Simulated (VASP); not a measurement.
Here is a VASP 6.6.1 calculation.

The input INCAR:

```
SYSTEM = CdS
ALGO     = Normal         ! electronic algorithm
EDIFF    = 1E-7           ! SCF threshold, eV
ENCUT    = 520            ! plane-wave cutoff, eV
GGA      = PE             ! functional
ISIF     = 2              ! what is computed and relaxed
ISMEAR   = 0              ! smearing method
LASPH    = .TRUE.         ! aspherical terms in the spheres
LCHARG   = .FALSE.        ! write CHGCAR
LREAL    = .FALSE.        ! projectors in reciprocal space
LWAVE    = .FALSE.        ! write WAVECAR
NBANDS   = 26             ! bands
NELM     = 80             ! most SCF steps
PREC     = Accurate       ! precision mode
SIGMA    = 0.05           ! smearing width, eV
```

KPOINTS

```
k-points
0
G
  12 12 4
  0 0 0
```

POSCAR

```
CdS
1.0
    4.1347992034      0.0000000000      0.0000000000
   -2.0673996017      3.5808411497      0.0000000000
    0.0000000000      0.0000000000      6.7490000000
Cd S
2 2
Direct
    0.3333333333      0.6666666667      0.0000000000
    0.6666666667      0.3333333333      0.5000000000
    0.3193701337      0.6387402673      0.3850000000
    0.6666666667      0.3333333333      0.8850000000
```

Potentials or basis: VASP PAW PBE potentials, release 64 (Cd, S).

The run is started by

```bash
$ cat potpaw_PBE.64/Cd/POTCAR potpaw_PBE.64/S/POTCAR > POTCAR
$ mpirun -np 1 vasp_std > vasp.out
```

(1) What does it give for the pressure?

(2) Estimate the largest force.

(3) Estimate the band gap on the k mesh.

Results:

(1) 3.0 GPa.

(2) 0.638 eV/Å.

(3) 1.22 eV, direct.

Caveat: the cell differs from its parent crystal (atom 3 (S) moved by (-0.100, +0.000) A along y and z).
